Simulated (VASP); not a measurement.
# Si (P1) in VASP: single point with r2SCAN

Aim: the single point of Si with r2SCAN.

Everything below comes from runs of VASP 6.6.1. Logs are shortened: lines on timing, memory, paths and dates and some standing lists are left out, and cuts for length are marked.

## (1) The cell of the first run

The typed cell holds 4 atoms: a = 4.985 Å, b = 4.930 Å, c = 4.918 Å, α = 105.84°, β = 89.25°, γ = 133.03°.

## (2) Single point, r2SCAN (atoms moved at random and the cell strained at random)

POSCAR reads:

```
Si
1.0
   -2.8777973062      3.5441284969      2.0013307959
    2.9737943435     -3.4167101821      1.9469766097
    2.9611392259      3.5000521019     -1.7809158623
Si
4
Direct
    0.1921455403      0.2145401934      0.3487375614
    0.8631742579      0.7948643870      0.6293417234
    0.1238841758      0.7973718167     -0.0089359390
    0.8207960259      0.1932236029      0.0308566541
```

INCAR.step1 reads:

```
ALGO     = Normal         # electronic algorithm
EDIFF    = 1E-4           # SCF threshold, eV
ENCUT    = 520            # plane-wave cutoff, eV
GGA      = PE             # functional
ISMEAR   = 0              # smearing method
LASPH    = T              # aspherical terms in the spheres
LCHARG   = F              # write CHGCAR
LREAL    = F              # projectors in reciprocal space
LWAVE    = T              # write WAVECAR
NBANDS   = 16             # bands
NELM     = 80             # most SCF steps
PREC     = Accurate       # precision mode
SIGMA    = 0.03           # smearing width, eV
```

INCAR.step2 reads:

```
ALGO     = Normal         # electronic algorithm
EDIFF    = 1E-6           # SCF threshold, eV
ENCUT    = 520            # plane-wave cutoff, eV
ISIF     = 2              # what is computed and relaxed
ISMEAR   = 0              # smearing method
ISTART   = 1            
LASPH    = T              # aspherical terms in the spheres
LCHARG   = T              # write CHGCAR
LELF     = T              # ELF
LMIXTAU  = T            
LREAL    = F              # projectors in reciprocal space
LVHAR    = T            
LWAVE    = F              # write WAVECAR
METAGGA  = R2SCAN         # meta-GGA
NBANDS   = 16             # bands
NELM     = 80             # most SCF steps
PREC     = Accurate       # precision mode
SIGMA    = 0.03           # smearing width, eV
```

KPOINTS reads:

```
k-points
0
Gamma
  10 10 10
```

Potentials or basis: VASP PAW PBE potentials, release 64 (Si).

Command:

```console
$ cat potpaw_PBE.64/Si/POTCAR > POTCAR
$ cp INCAR.step1 INCAR
$ mpirun -np 1 vasp_std > vasp.out
$ cp INCAR.step2 INCAR
$ mpirun -np 1 vasp_std > vasp.out
```

OUTCAR:

```text
EDIFF = 1E-6
   ENCUT = 520
   ISIF = 2
   ISMEAR = 0
   ISTART = 1
   LASPH = T
   LREAL = F
   METAGGA = R2SCAN
   NELM = 80
   PREC = Accurate

 ion  position               nearest neighbor table
   1  0.192  0.215  0.349-   3 2.13   4 2.37   2 2.40   2 2.49
   2  0.863  0.795  0.629-   3 2.21   1 2.40   1 2.49   4 2.50
   3  0.124  0.797  0.991-   1 2.13   2 2.21   4 2.32   4 2.54
   4  0.821  0.193  0.031-   3 2.32   1 2.37   2 2.50   3 2.54

  LATTYP: Found a triclinic cell.
 ALAT       =     4.9303224220
 B/A-ratio  =     1.0110425393
 C/A-ratio  =     0.9975758988
 COS(alpha) =     0.0130062857
 COS(beta)  =     0.2730093643
 COS(gamma) =     0.6823873045

  Lattice vectors:

 A1 = (  -2.9737943435,   3.4167101821,  -1.9469766097)
 A2 = (  -2.8777973062,   3.5441284969,   2.0013307959)
 A3 = (   2.9611392259,   3.5000521019,  -1.7809158623)

Analysis of symmetry for initial positions (statically):
=====================================================================
 Subroutine PRICEL returns:
 Original cell was already a primitive cell.

 Routine SETGRP: Setting up the symmetry group for a
 triclinic supercell.

 Subroutine GETGRP returns: Found  1 space group operations
 (whereof  1 operations were pure point group operations)
 out of a pool of  2 trial point group operations.

The static configuration has the point symmetry C_1 .

Analysis of symmetry for dynamics (positions and initial velocities):
=====================================================================
 Subroutine PRICEL returns:
 Original cell was already a primitive cell.

 Routine SETGRP: Setting up the symmetry group for a
 triclinic supercell.

 Subroutine GETGRP returns: Found  1 space group operations
 (whereof  1 operations were pure point group operations)
 out of a pool of  2 trial point group operations.

The dynamic configuration has the point symmetry C_1 .

 Subroutine INISYM returns: Found  1 space group operations
 (whereof  1 operations are pure point group operations),
 and found     1 'primitive' translations

----------------------------------------------------------------------------------------

                                     Primitive cell

  volume of cell :      82.3815

  direct lattice vectors                    reciprocal lattice vectors
    -2.877797306  3.544128497  2.001330796    -0.008856918  0.134269783  0.249155323
     2.973794343 -3.416710182  1.946976610     0.161644986 -0.009724322  0.249656756
     2.961139226  3.500052102 -1.780915862     0.166764411  0.140256611 -0.008580930

  length of vectors
     4.984765701  4.930322422  4.918370822     0.283169904  0.297577149  0.218073194

  position of ions in fractional coordinates (direct lattice)
     0.192145540  0.214540193  0.348737561
     0.863174258  0.794864387  0.629341723
     0.123884176  0.797371817  0.991064061
     0.820796026  0.193223603  0.030856654

  ion indices of the primitive-cell ions
   primitive index   ion index
                 1           1
                 2           2
                 3           3
                 4           4

----------------------------------------------------------------------------------------

 KPOINTS: k-points

Automatic generation of k-mesh.
 Grid dimensions read from file:
 generate k-points for:   10   10   10

 Generating k-lattice:

  Cartesian coordinates                     Fractional coordinates (reciprocal lattice)
    -0.000885692  0.013426978  0.024915532     0.100000000  0.000000000 -0.000000000
     0.016164499 -0.000972432  0.024965676     0.000000000  0.100000000  0.000000000
     0.016676441  0.014025661 -0.000858093     0.000000000 -0.000000000  0.100000000

  Length of vectors
     0.028316990  0.029757715  0.021807319

  Shift w.r.t. Gamma in fractional coordinates (k-lattice)
     0.000000000  0.000000000  0.000000000

 Subroutine IBZKPT returns following result:
 ===========================================

 Found    504 irreducible k-points:

 Following reciprocal coordinates:
            Coordinates               Weight
  0.000000  0.000000  0.000000      1.000000
  0.100000 -0.000000  0.000000      2.000000
  0.200000 -0.000000  0.000000      2.000000
  0.300000 -0.000000  0.000000      2.000000
  0.400000 -0.000000  0.000000      2.000000
  0.500000 -0.000000 -0.000000      1.000000
[... 16 lines left out ...]
 -0.400000  0.200000 -0.000000      2.000000
 -0.300000  0.200000  0.000000      2.000000
 [... further k-points ...]
   k-points           NKPTS =    504   k-points in BZ     NKDIM =    504   number of bands    NBANDS=     16
   number of dos      NEDOS =    301   number of ions     NIONS =      4
   total plane-waves  NPLWV =  64000
   dimension x,y,z NGX =    40 NGY =   40 NGZ =   40
   dimension x,y,z NGXF=    80 NGYF=   80 NGZF=   80
   ions per type =               4
   NGX,Y,Z   is equivalent  to a cutoff of  13.34, 13.49, 13.52 a.u.
   NGXF,Y,Z  is equivalent  to a cutoff of  26.68, 26.98, 27.04 a.u.
 SYSTEM =  unknown system
   PREC   = accura    normal or accurate (medium, high low for compatibility)
   ISTART =      1    job   : 0-new  1-cont  2-samecut
   ICHARG =      0    charge: 1-file 2-atom 10-const
   ISPIN  =      1    spin polarized calculation?
   LNONCOLLINEAR =      F non collinear calculations
   LSORBIT =      F    spin-orbit coupling
   LASPH  =      T    aspherical Exc in radial PAW
   ENCUT  =  520.0 eV  38.22 Ry    6.18 a.u.   9.27  9.17  9.14*2*pi/ulx,y,z
   NELM   =     80;   NELMIN=  2; NELMDL=  0     # of ELM steps
   EDIFF  = 0.1E-05   stopping-criterion for ELM
   LREAL  =      F    real-space projection
[... 7 lines left out ...]
   TEBEG  =    0.0;   TEEND  =   0.0 temperature during run
   PSTRESS=    0.0 pullay stress
   NELECT =      16.0000    total number of electrons
   NUPDOWN=      -1.0000    fix difference up-down
   EMIN   =  10.00;   EMAX   =-10.00  energy-range for DOS
   EFERMI =   0.00;   METHOD = LEGACY
   ISMEAR =     0;   SIGMA  =   0.03  broadening in eV -4-tet -1-fermi 0-gaus
   EFERMI_NEDOS =   21; number of points for ismear=-14 and -15
   IALGO  =     38    algorithm
   IMIX   =      4    mixing-type and parameters
     AMIX     =   0.40;   BMIX     =  1.00
     AMIX_MAG =   1.60;   BMIX_MAG =  1.00
  volume/ion in A,a.u.               =      20.60       138.98
  Fermi-wavevector in a.u.,A,eV,Ry     =   0.948065  1.791584 12.229295  0.898828
  Thomas-Fermi vector in A             =   2.076218
   LORBIT       =      0    0 simple, 1 ext, 2 COOP (PROOUT), +10 PAW based schemes
   METAGGA = R2SCAN    functional components
   LHFCALC =     F    Hartree Fock is set to
   AEXX    =    0.0000 exact exchange contribution
   IVDW    =     0    specifies the selected vdW correction
   LEPSILON=     F    determine dielectric tensor
   LRPA    =     F    only Hartree local field effects (RPA)
 non-spin polarized calculation
 Gauss-broadening in eV      SIGMA  =   0.03
  energy-cutoff  :      520.00
  volume of cell :       82.38
 maximum number of plane-waves:      2237
 NGX is ok and might be reduce to    40
   NGX = 19   NGY = 19   NGZ = 19

 number of electron      16.0000000 magnetization

 Free energy of the ion-electron system (eV)
  ---------------------------------------------------
  ext. energy  EPLUGINS =         0.00000000
  ---------------------------------------------------
  free energy    TOTEN  =       -33.31959288 eV

  energy without entropy =      -33.31921791  energy(sigma->0) =      -33.31940539

 E-fermi :   5.8664     XC(G=0):  -9.7141

 val. band max:        5.8657490289   @ k =   0.1000   0.4000   0.4000
 cond. band min:       5.8704116409   @ k =   0.4000  -0.4000   0.3000
 fundamental gap:      0.0046626120
 Fermi energy:         5.8663850900

 k-point     1 :       0.0000    0.0000    0.0000
  band No.  band energies     occupation
      1      -7.2686      2.00000
      2      -1.7120      2.00000
      3      -0.5799      2.00000
      4       0.0832      2.00000
      5       1.2360      2.00000
      6       3.7386      2.00000
[... 8 lines left out ...]
     15      11.1306      0.00000
     16      12.8813      0.00000

 k-point     2 :       0.1000   -0.0000    0.0000
  band No.  band energies     occupation
      1      -7.1725      2.00000
      2      -1.7598      2.00000
      3      -0.4994      2.00000
      4      -0.0538      2.00000
      5       1.3449      2.00000
      6       3.0020      2.00000
[... 8 lines left out ...]
     15      11.1474      0.00000
     16      13.1777      0.00000

 k-point     3 :       0.2000   -0.0000    0.0000
  band No.  band energies     occupation
      1      -6.8924      2.00000
      2      -1.8126      2.00000
      3      -0.8545      2.00000
      4       0.0411      2.00000
      5       1.4401      2.00000
      6       2.1163      2.00000
[... 8 lines left out ...]
     15      11.4629      0.00000
     16      12.0605      0.00000

 k-point     4 :       0.3000   -0.0000    0.0000
  band No.  band energies     occupation
      1      -6.4624      2.00000
      2      -1.8456      2.00000
      3      -1.5963      2.00000
      4       0.1459      2.00000
      5       1.2027      2.00000
      6       1.8906      2.00000
[... 8 lines left out ...]
     15      12.2461      0.00000
     16      13.0066      0.00000
[... 324 lines left out ...]
 k-point    22 :       0.5000    0.2000   -0.0000
  band No.  band energies     occupation
      1      -6.0305      2.00000
      2      -3.0997      2.00000
      3      -1.9136      2.00000
      4       0.4648      2.00000
      5       1.2040      2.00000
      6       2.4711      2.00000
[... 8 lines left out ...]
     15      12.3606      0.00000
     16      13.4100      0.00000

 k-point    23 :      -0.4000    0.2000   -0.0000
  band No.  band energies     occupation
      1      -6.4861      2.00000
      2      -3.1792      2.00000
      3      -1.1573      2.00000
      4       0.3847      2.00000
      5       1.7116      2.00000
      6       2.5568      2.00000
[... 8 lines left out ...]
     15      11.6741      0.00000
     16      12.7650      0.00000

 k-point    24 :      -0.3000    0.2000    0.0000
  band No.  band energies     occupation
      1      -6.8375      2.00000
      2      -3.0967      2.00000
      3      -0.5015      2.00000
      4      -0.0215      2.00000
      5       2.4718      2.00000
      6       2.7846      2.00000
[... 8 lines left out ...]
     15      11.9287      0.00000
     16      13.0007      0.00000

 [... further k-points ...]

------------------------ aborting loop because EDIFF is reached ----------------------------------------

  FORCE on cell =-STRESS in cart. coord.  units (eV):
  Direction    XX          YY          ZZ          XY          YZ          ZX
  --------------------------------------------------------------------------------------
  -------------------------------------------------------------------------------------
  Total        7.5645106      0.9322786     -3.3421629      0.6570777     -2.3232757      0.3520028
  in kB      147.1166118     18.1312019    -64.9992715     12.7790214    -45.1836822      6.8458449
  external PRESSURE =      33.4161807 kB  Pullay stress =       0.0000000 kB

 VOLUME and BASIS-vectors are now :
 -----------------------------------------------------------------------------
  energy-cutoff  :      520.00
  volume of cell :       82.38
      direct lattice vectors                 reciprocal lattice vectors
    -2.877797306  3.544128497  2.001330796    -0.008856918  0.134269783  0.249155323
     2.973794343 -3.416710182  1.946976610     0.161644986 -0.009724322  0.249656756
     2.961139226  3.500052102 -1.780915862     0.166764411  0.140256611 -0.008580930

 POSITION                                       TOTAL-FORCE (eV/Angst)
 -----------------------------------------------------------------------------------
      1.11770      1.16857      0.18118         2.913083      1.118404      0.434396
      1.74329      2.54611      2.15427         0.928598     -2.668990     -0.231979
      4.94938      1.18345      0.03540        -2.972398      2.006093      0.715470
     -1.69611      2.35682      1.96393        -0.869283     -0.455507     -0.917886
 -----------------------------------------------------------------------------------
    total drift:                                0.000115      0.000001      0.000002

  FREE ENERGIE OF THE ION-ELECTRON SYSTEM (eV)
  ---------------------------------------------------
  free  energy   TOTEN  =       -33.3195928806 eV

  energy  without entropy=      -33.3192179066  energy(sigma->0) =      -33.31940539
```

Wall time 28 min (1 thread of Intel Xeon Platinum 8488C (Sapphire Rapids), shared host); peak memory 0.6 GiB.

What came out:

```yaml
Free_energy: -33.3196 eV
Pressure: 3.3 GPa
Largest_force: 3.657 eV/Å
Band_gap_on_the_k_mesh: zero (bands 8 and 9 overlap by 0.98 eV)
```

Forces on the atoms (eV/Å):
```
Si   2.913  1.118  0.434
Si   0.929 -2.669 -0.232
Si  -2.972  2.006  0.715
Si  -0.869 -0.456 -0.918
```

Levels at points of the mesh, in eV from the Fermi level:
```tsv
k point	band 5	band 6	band 7	band 8	band 9	band 10	band 11	band 12
(0.00, 0.00, 0.00)	-4.63	-2.13	-1.73	-1.18	-0.18	0.79	2.07	2.82
(0.50, 0.00, 0.00)	-4.93	-3.90	-2.90	-2.02	0.26	1.66	2.89	3.30
(0.00, 0.50, 0.00)	-4.74	-4.14	-2.00	-0.98	1.65	2.04	2.63	3.36
(0.50, 0.50, 0.00)	-2.78	-2.63	-1.94	-1.33	1.15	1.63	2.34	3.87
(0.00, 0.00, 0.50)	-2.88	-2.60	-1.58	-1.26	0.83	1.57	2.13	3.69
(0.50, 0.00, 0.50)	-4.88	-4.46	-2.34	-0.18	0.98	2.66	3.06	3.98
(0.00, 0.50, 0.50)	-4.91	-3.93	-3.33	-1.66	-0.21	2.62	3.35	3.59
(0.50, 0.50, 0.50)	-3.62	-0.94	-0.76	0.35	0.88	2.54	3.75	4.12
```

Caveat: the cell differs from its parent crystal (atoms moved at random and the cell strained at random); the stress differs along the axes, from -6 to 15 GPa; the PAW data sets were made with another functional, which shifts forces and pressure a little.
